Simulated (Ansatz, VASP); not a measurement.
## Cr in VASP and in Ansatz

```xyz
1
Lattice="0.4485 2.0894 2.0894 2.0894 0.4485 2.0894 2.0894 2.0894 0.4485" Properties=species:S:1:pos:R:3 pbc="T T T"
Cr    0.0000    0.0000    0.0000
```

Alike in both runs: task single point; functional PBEsol; k mesh 24 × 24 × 24; occupations gaussian, width 0.15 eV; no spin polarisation.

|  | VASP | Ansatz |
| --- | --- | --- |
| version | VASP 6.6.1 | Ansatz 0.2.0 |
| potentials or method | VASP PAW PBE potentials, release 64 (Cr_pv), cutoff 520 eV | scalar-relativistic, plane waves, PAW |
| valence electrons in the cell | 12 | 14 |

|  | VASP | Ansatz | Ansatz less VASP |
| --- | --- | --- | --- |
| gap on the k mesh at the Fermi level (eV) | none | none | - |
| pressure (GPa) | 0.4 | 0.6 | +0.16 |
| traceless stress, the component that is largest in VASP (GPa) | -23.25 | -23.40 | -0.150 |

VASP's potentials were made for PBE, not for PBEsol. A gap of «none» marks a metal or a gap that the smearing closes. The functional is the same, so the differences come from potentials, cutoffs and numerics. VASP's potentials hold 12 valence electrons a cell and Ansatz's 14, so a difference there can come from the potentials and not from the codes.
